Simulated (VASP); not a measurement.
A run of VASP 6.6.1:

INCAR

```
SYSTEM = YZn
  PREC = Accurate
  ENCUT = 520
  EDIFF = 1E-7
  ISMEAR = -1
  SIGMA = 0.05
  LREAL = .FALSE.
  LASPH = .TRUE.
  NELM = 60
  ALGO = Normal
  ISIF = 2
  LWAVE = .FALSE.
  LCHARG = .FALSE.
  GGA = PS
  NBANDS = 18
```

Contents of KPOINTS:

```
Automatic mesh
0
G
  14 14 14
  0 0 0
```

File POSCAR:

```
YZn
1.0
    3.5043840989      0.0000000000      0.0000000000
    0.0000000000      3.5043840989      0.0000000000
    0.0000000000      0.0000000000      3.5043840989
Y Zn
1 1
Direct
    0.0000000000      0.0000000000      0.0000000000
    0.5000000000      0.5000000000      0.5000000000
```

Potentials or basis: VASP PAW PBE potentials, release 64 (Y_sv, Zn).

The run is started by

```sh
$ cat potpaw_PBE.64/Y_sv/POTCAR potpaw_PBE.64/Zn/POTCAR > POTCAR
$ mpirun -np 1 vasp_std > vasp.out
```

Hardware: 1 thread of Intel(R) Xeon(R) 6975P-C (Granite Rapids), with other jobs on the host.

Q: How long does it take, and how much memory?

A: Run time: 53 s on 1 thread of Intel(R) Xeon(R) 6975P-C (Granite Rapids), on a shared host, peak memory 0.25 GiB. Counts: scf iterations 15, k points 120.
